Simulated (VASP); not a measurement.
A run of VASP 6.6.1:

The input INCAR:

```
SYSTEM = Ti4CuAg
ALGO = Normal
EDIFF = 1E-6
ENCUT = 520
GGA = CA
ISIF = 2
ISMEAR = -1
LASPH = .True.
LCHARG = .False.
LREAL = .False.
LWAVE = .False.
NBANDS = 44
NELM = 60
PREC = Accurate
SIGMA = 0.05
```

Contents of KPOINTS:

```
k-points
0
Gamma
  6 6 2
  0 0 0
```

File POSCAR:

```
Ti4CuAg
1.0
    2.9337950000      0.0000000000      0.0000000000
    0.0000000000      2.9337950000      0.0000000000
    0.0000000000      0.0000000000     11.2545100000
Ti Cu Ag
4 1 1
Direct
    0.5000000000      0.5000000000      0.1809720000
    0.0000000000      0.0000000000      0.6524540000
    0.0000000000      0.0000000000      0.3475460000
    0.5000000000      0.5000000000      0.8190280000
    0.5000000000      0.5000000000      0.5000000000
    0.0000000000      0.0000000000      0.0000000000
```

Potentials or basis: VASP PAW LDA potentials, release 64 (Ti_sv, Cu, Ag).

Run with:

```console
$ cat potpaw_LDA.64/Ti_sv/POTCAR potpaw_LDA.64/Cu/POTCAR potpaw_LDA.64/Ag/POTCAR > POTCAR
$ mpirun -np 1 vasp_std > vasp.out
```

Hardware: 1 thread of Intel Xeon 8259CL (shared host).

Task: How long does it take, and how much memory?

Result: It took 3.1 min on 1 thread of Intel Xeon 8259CL, on a shared host, peak memory 0.23 GiB. Counts: scf iterations 16, k points 20.
